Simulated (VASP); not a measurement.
Here is a VASP 6.6.1 calculation.

File INCAR:

```
ALGO = Normal
DIPOL = 0.5 0.5 0.500
EDIFF = 1E-7
ENCUT = 520
GGA = PE
IDIPOL = 3
ISIF = 2
ISMEAR = 0
IVDW = 12
LASPH = T
LCHARG = T
LDIPOL = T
LELF = T
LREAL = F
LVACPOTAV = T
LVHAR = T
LWAVE = F
NBANDS = 11
NELM = 80
PREC = Accurate
SIGMA = 0.1
```

File KPOINTS:

```
k-points
0
Gamma
  21 21 1
```

File POSCAR:

```
C
1.0
    2.6140000000      0.0000000000      0.0000000000
   -1.3070000000      2.2637904055      0.0000000000
    0.0000000000      0.0000000000     26.0024170307
C
2
Direct
    0.6666666667      0.3333333333      0.5000000000
    0.3333333333      0.6666666667      0.5000000000
```

Potentials or basis: VASP PAW PBE potentials, release 64 (C).

Launch:

```bash
$ cat potpaw_PBE.64/C/POTCAR > POTCAR
$ mpirun -np 1 vasp_std > vasp.out
```

**Question.** Predict the band gap on the k mesh.

**Answer.** Zero (filled and empty bands touch).

**Question.** Predict the work function of the lower face.

**Answer.** 4.71 eV.

**Question.** Estimate the work function of the upper face.

**Answer.** 4.71 eV.

**Question.** Estimate the dispersion energy per atom.

**Answer.** -0.082 eV.
